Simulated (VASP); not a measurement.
# Ba (Im-3m) in VASP: a series of runs

Ba is run at these levels: LDA; tasks: single point.

Program: VASP 6.6.1. These are calculated values, not measurements. Logs are shortened: lines on timing, memory, paths and dates and some standing lists are left out, and cuts for length are marked.

## 1. The cell of the first run

Symmetry: Im-3m, No. 229, cubic system. Conventional cell: a = 3.826 Å, b = 3.826 Å, c = 3.826 Å, α = 90.00°, β = 90.00°, γ = 90.00°. Within 4.4 Å of Ba (site symmetry m-3m) lie 14 Ba at 3.31 to 3.83 Å.

## 2. Single point, LDA (28.00 Å³/atom)

Contents of INCAR:

```
ALGO = Normal
EDIFF = 1E-7
ENCUT = 520
GGA = CA
ISIF = 2
ISMEAR = -1
LASPH = T
LCHARG = T
LELF = T
LREAL = F
LVHAR = T
LWAVE = F
NBANDS = 11
NELM = 80
PREC = Accurate
SIGMA = 0.05
```

Contents of KPOINTS:

```
k-points
0
Gamma
  11 11 11
```

Contents of POSCAR:

```
Ba
1.0
   -1.9130122512      1.9130122512      1.9130122512
    1.9130122512     -1.9130122512      1.9130122512
    1.9130122512      1.9130122512     -1.9130122512
Ba
1
Direct
    0.0000000000      0.0000000000      0.0000000000
```

Potentials or basis: VASP PAW LDA potentials, release 64 (Ba_sv).

Command:

```sh
$ cat potpaw_LDA.64/Ba_sv/POTCAR > POTCAR
$ mpirun -np 1 vasp_std > vasp.out
```

OUTCAR:

```text
EDIFF = 1E-7
   ENCUT = 520
   GGA = CA
   ISIF = 2
   ISMEAR = -1
   LASPH = T
   LREAL = F
   NELM = 80
   PREC = Accurate

 ion  position               nearest neighbor table
   1  0.000  0.000  0.000-

  LATTYP: Found a body centered cubic cell.
 ALAT       =     3.8260245024

  Lattice vectors:

 A1 = (  -1.9130122512,   1.9130122512,   1.9130122512)
 A2 = (   1.9130122512,  -1.9130122512,   1.9130122512)
 A3 = (   1.9130122512,   1.9130122512,  -1.9130122512)

Analysis of symmetry for initial positions (statically):
=====================================================================
 Subroutine PRICEL returns:
 Original cell was already a primitive cell.

 Routine SETGRP: Setting up the symmetry group for a
 body centered cubic supercell.

 Subroutine GETGRP returns: Found 48 space group operations
 (whereof 48 operations were pure point group operations)
 out of a pool of 48 trial point group operations.

The static configuration has the point symmetry O_h .

Analysis of symmetry for dynamics (positions and initial velocities):
=====================================================================
 Subroutine PRICEL returns:
 Original cell was already a primitive cell.

 Routine SETGRP: Setting up the symmetry group for a
 body centered cubic supercell.

 Subroutine GETGRP returns: Found 48 space group operations
 (whereof 48 operations were pure point group operations)
 out of a pool of 48 trial point group operations.

The dynamic configuration has the point symmetry O_h .

 Subroutine INISYM returns: Found 48 space group operations
 (whereof 48 operations are pure point group operations),
 and found     1 'primitive' translations

----------------------------------------------------------------------------------------

                                     Primitive cell

  volume of cell :      28.0036

  direct lattice vectors                    reciprocal lattice vectors
    -1.913012251  1.913012251  1.913012251     0.000000000  0.261367903  0.261367903
     1.913012251 -1.913012251  1.913012251     0.261367903  0.000000000  0.261367903
     1.913012251  1.913012251 -1.913012251     0.261367903  0.261367903  0.000000000

  length of vectors
     3.313434415  3.313434415  3.313434415     0.369630033  0.369630033  0.369630033

  position of ions in fractional coordinates (direct lattice)
     0.000000000  0.000000000  0.000000000

  ion indices of the primitive-cell ions
   primitive index   ion index
                 1           1

----------------------------------------------------------------------------------------

 KPOINTS: k-points

Automatic generation of k-mesh.
 Grid dimensions read from file:
 generate k-points for:   11   11   11

 Generating k-lattice:

  Cartesian coordinates                     Fractional coordinates (reciprocal lattice)
     0.000000000  0.023760718  0.023760718     0.090909091  0.000000000  0.000000000
     0.023760718  0.000000000  0.023760718     0.000000000  0.090909091  0.000000000
     0.023760718  0.023760718  0.000000000     0.000000000  0.000000000  0.090909091

  Length of vectors
     0.033602730  0.033602730  0.033602730

  Shift w.r.t. Gamma in fractional coordinates (k-lattice)
     0.000000000  0.000000000  0.000000000

 Subroutine IBZKPT returns following result:
 ===========================================

 Found     56 irreducible k-points:

 Following reciprocal coordinates:
            Coordinates               Weight
  0.000000  0.000000  0.000000      1.000000
  0.090909  0.000000  0.000000     12.000000
  0.181818  0.000000  0.000000     12.000000
  0.272727  0.000000  0.000000     12.000000
  0.363636  0.000000  0.000000     12.000000
  0.454545  0.000000  0.000000     12.000000
[... 16 lines left out ...]
  0.272727  0.181818  0.090909     48.000000
  0.363636  0.181818  0.090909     24.000000
 [... further k-points ...]
   k-points           NKPTS =     56   k-points in BZ     NKDIM =     56   number of bands    NBANDS=     11
   number of dos      NEDOS =    301   number of ions     NIONS =      1
   total plane-waves  NPLWV =  21952
   dimension x,y,z NGX =    28 NGY =   28 NGZ =   28
   dimension x,y,z NGXF=    56 NGYF=   56 NGZF=   56
   ions per type =               1
   NGX,Y,Z   is equivalent  to a cutoff of  14.05, 14.05, 14.05 a.u.
   NGXF,Y,Z  is equivalent  to a cutoff of  28.10, 28.10, 28.10 a.u.
 SYSTEM =  unknown system
   PREC   = accura    normal or accurate (medium, high low for compatibility)
   ISTART =      0    job   : 0-new  1-cont  2-samecut
   ICHARG =      2    charge: 1-file 2-atom 10-const
   ISPIN  =      1    spin polarized calculation?
   LNONCOLLINEAR =      F non collinear calculations
   LSORBIT =      F    spin-orbit coupling
   LASPH  =      T    aspherical Exc in radial PAW
   ENCUT  =  520.0 eV  38.22 Ry    6.18 a.u.   6.16  6.16  6.16*2*pi/ulx,y,z
   NELM   =     80;   NELMIN=  2; NELMDL= -5     # of ELM steps
   EDIFF  = 0.1E-06   stopping-criterion for ELM
   LREAL  =      F    real-space projection
   EDIFFG = 0.1E-05   stopping-criterion for IOM
   NSW    =      0    number of steps for IOM
   IBRION =     -1    ionic relax: 0-MD 1-quasi-New 2-CG
   NFREE  =      0    steps in history (QN), initial steepest desc. (CG)
   ISIF   =      2    stress and relaxation
   ISYM   =      2    0-nonsym 1-usesym 2-fastsym
   POTIM  = 0.5000    time-step for ionic-motion
   TEBEG  =    0.0;   TEEND  =   0.0 temperature during run
   PSTRESS=    0.0 pullay stress
   NELECT =      10.0000    total number of electrons
   NUPDOWN=      -1.0000    fix difference up-down
   EMIN   =  10.00;   EMAX   =-10.00  energy-range for DOS
   EFERMI =   0.00;   METHOD = LEGACY
   ISMEAR =    -1;   SIGMA  =   0.05  broadening in eV -4-tet -1-fermi 0-gaus
   EFERMI_NEDOS =   21; number of points for ismear=-14 and -15
   IALGO  =     38    algorithm
   IMIX   =      4    mixing-type and parameters
     AMIX     =   0.40;   BMIX     =  1.00
     AMIX_MAG =   1.60;   BMIX_MAG =  1.00
  volume/ion in A,a.u.               =      28.00       188.98
  Fermi-wavevector in a.u.,A,eV,Ry     =   1.161459  2.194839 18.354071  1.348986
  Thomas-Fermi vector in A             =   2.298030
   LORBIT       =      0    0 simple, 1 ext, 2 COOP (PROOUT), +10 PAW based schemes
   GGA     = CA    functional components
   LHFCALC =     F    Hartree Fock is set to
   AEXX    =    0.0000 exact exchange contribution
   IVDW    =     0    specifies the selected vdW correction
   LEPSILON=     F    determine dielectric tensor
   LRPA    =     F    only Hartree local field effects (RPA)
 non-spin polarized calculation
  energy-cutoff  :      520.00
  volume of cell :       28.00
 maximum number of plane-waves:       767
 NGX is ok and might be reduce to    28
   NGX = 13   NGY = 13   NGZ = 13

 number of electron      10.0000000 magnetization

 number of electron       9.9999999 magnetization

 Free energy of the ion-electron system (eV)
  ---------------------------------------------------
  ext. energy  EPLUGINS =         0.00000000
  ---------------------------------------------------
  free energy    TOTEN  =        -1.29652755 eV

  energy without entropy =       -1.28315924  energy(sigma->0) =       -1.28984339

 E-fermi :   5.5164     XC(G=0): -10.7397

 val. band max:        5.5052913304   @ k =  -0.3636  -0.4545   0.1818
 cond. band min:       5.5514862051   @ k =  -0.2727   0.2727   0.1818
 fundamental gap:      0.0461948747
 Fermi energy:         5.5164428535

 k-point     1 :       0.0000    0.0000    0.0000
  band No.  band energies     occupation
      1     -23.4657      2.00000
      2      -6.3082      2.00000
      3      -6.3082      2.00000
      4      -6.3082      2.00000
      5       3.7457      2.00000
      6       7.8658      0.00000
      7       7.8658      0.00000
      8       7.8658      0.00000
      9      10.8499      0.00000
     10      10.8499      0.00000
     11      14.6820      0.00000

 k-point     2 :       0.0909    0.0000    0.0000
  band No.  band energies     occupation
      1     -23.4010      2.00000
      2      -6.7211      2.00000
      3      -6.4219      2.00000
      4      -6.3187      2.00000
      5       4.1971      2.00000
      6       7.5331      0.00000
      7       7.7514      0.00000
      8       8.2988      0.00000
      9      10.2334      0.00000
     10      10.7417      0.00000
     11      15.2110      0.00000

 k-point     3 :       0.1818    0.0000    0.0000
  band No.  band energies     occupation
      1     -23.2211      2.00000
      2      -7.6996      2.00000
      3      -6.7087      2.00000
      4      -6.3475      2.00000
      5       4.9061      1.99999
      6       6.8204      0.00000
      7       7.5904      0.00000
      8       9.5379      0.00000
      9      10.0800      0.00000
     10      10.6477      0.00000
     11      16.4354      0.00000

 k-point     4 :       0.2727    0.0000    0.0000
  band No.  band energies     occupation
      1     -22.9701      2.00000
      2      -8.8056      2.00000
      3      -7.0513      2.00000
      4      -6.3862      2.00000
      5       4.6159      2.00000
      6       6.1076      0.00001
      7       8.5154      0.00000
      8      10.8262      0.00000
      9      10.8425      0.00000
     10      11.4431      0.00000
     11      17.0593      0.00000

 k-point     5 :       0.3636    0.0000    0.0000
  band No.  band energies     occupation
      1     -22.7214      2.00000
      2      -9.7198      2.00000
      3      -7.3392      2.00000
      4      -6.4229      2.00000
      5       3.9751      2.00000
      6       5.5768      0.46063
      7       9.9229      0.00000
      8      11.4236      0.00000
      9      11.8526      0.00000
     10      13.8343      0.00000
     11      15.7296      0.00000
[... 211 lines left out ...]
 k-point    21 :      -0.0909    0.0909    0.0909
  band No.  band energies     occupation
      1     -23.3374      2.00000
      2      -6.8895      2.00000
      3      -6.5379      2.00000
      4      -6.5379      2.00000
      5       4.6353      2.00000
      6       7.7665      0.00000
      7       7.7665      0.00000
      8       8.1873      0.00000
      9       9.0289      0.00000
     10      11.4793      0.00000
     11      15.9991      0.00000

 k-point    22 :       0.1818    0.1818    0.0909
  band No.  band energies     occupation
      1     -22.6940      2.00000
      2      -9.4634      2.00000
      3      -7.5585      2.00000
      4      -7.0301      2.00000
      5       5.6548      0.11816
      6       6.3054      0.00000
      7       7.7570      0.00000
      8      11.2017      0.00000
      9      12.1200      0.00000
     10      15.6707      0.00000
     11      17.6984      0.00000

 k-point    23 :       0.2727    0.1818    0.0909
  band No.  band energies     occupation
      1     -22.5370      2.00000
      2      -9.7016      2.00000
      3      -8.1058      2.00000
      4      -7.1711      2.00000
      5       5.4771      1.37396
      6       6.3901      0.00000
      7       9.0200      0.00000
      8      11.7378      0.00000
      9      12.6912      0.00000
     10      16.1222      0.00000
     11      17.5417      0.00000

 k-point    24 :       0.3636    0.1818    0.0909
  band No.  band energies     occupation
      1     -22.4767      2.00000
      2      -9.7614      2.00000
      3      -8.3442      2.00000
      4      -7.2156      2.00000
      5       5.3990      1.82570
      6       6.3967      0.00000
      7       9.7566      0.00000
      8      12.0159      0.00000
      9      12.8971      0.00000
     10      16.1759      0.00000
     11      17.3821      0.00000

 [... further k-points ...]

------------------------ aborting loop because EDIFF is reached ----------------------------------------

  FORCE on cell =-STRESS in cart. coord.  units (eV):
  Direction    XX          YY          ZZ          XY          YZ          ZX
  --------------------------------------------------------------------------------------
  -------------------------------------------------------------------------------------
  Total        3.3898946      3.3898946      3.3898946     -0.0000000      0.0000000     -0.0000000
  in kB      193.9472087    193.9472087    193.9472087     -0.0000000      0.0000000     -0.0000000
  external PRESSURE =     193.9472087 kB  Pullay stress =       0.0000000 kB

 VOLUME and BASIS-vectors are now :
 -----------------------------------------------------------------------------
  energy-cutoff  :      520.00
  volume of cell :       28.00
      direct lattice vectors                 reciprocal lattice vectors
    -1.913012251  1.913012251  1.913012251     0.000000000  0.261367903  0.261367903
     1.913012251 -1.913012251  1.913012251     0.261367903  0.000000000  0.261367903
     1.913012251  1.913012251 -1.913012251     0.261367903  0.261367903  0.000000000

 POSITION                                       TOTAL-FORCE (eV/Angst)
 -----------------------------------------------------------------------------------
      0.00000      0.00000      0.00000         0.000000      0.000000      0.000000
 -----------------------------------------------------------------------------------
    total drift:                                0.000000      0.000000      0.000000

  FREE ENERGIE OF THE ION-ELECTRON SYSTEM (eV)
  ---------------------------------------------------
  free  energy   TOTEN  =        -1.2965275508 eV

  energy  without entropy=       -1.2831592386  energy(sigma->0) =       -1.28984339
```

Wall time 36 s (1 thread of AMD EPYC 7R43 (Zen 3), shared host); peak memory 0.12 GiB.

What came out:

* Free energy: -1.2965 eV
* Pressure: 19.4 GPa
* Band gap on the k mesh: zero (bands 5 and 6 overlap by 3.90 eV)

Levels at points of the mesh, in eV from the Fermi level:
| k point | band 1 | band 2 | band 3 | band 4 | band 5 | band 6 | band 7 | band 8 | band 9 | band 10 |
| --- | --- | --- | --- | --- | --- | --- | --- | --- | --- | --- |
| (0.00, 0.00, 0.00) | -28.98 | -11.82 | -11.82 | -11.82 | -1.77 | 2.35 | 2.35 | 2.35 | 5.33 | 5.33 |

Caveat: the cell stands under pressure; spin-orbit coupling is left out, which moves the levels of the heavy elements.

[end of part 1 of 2]
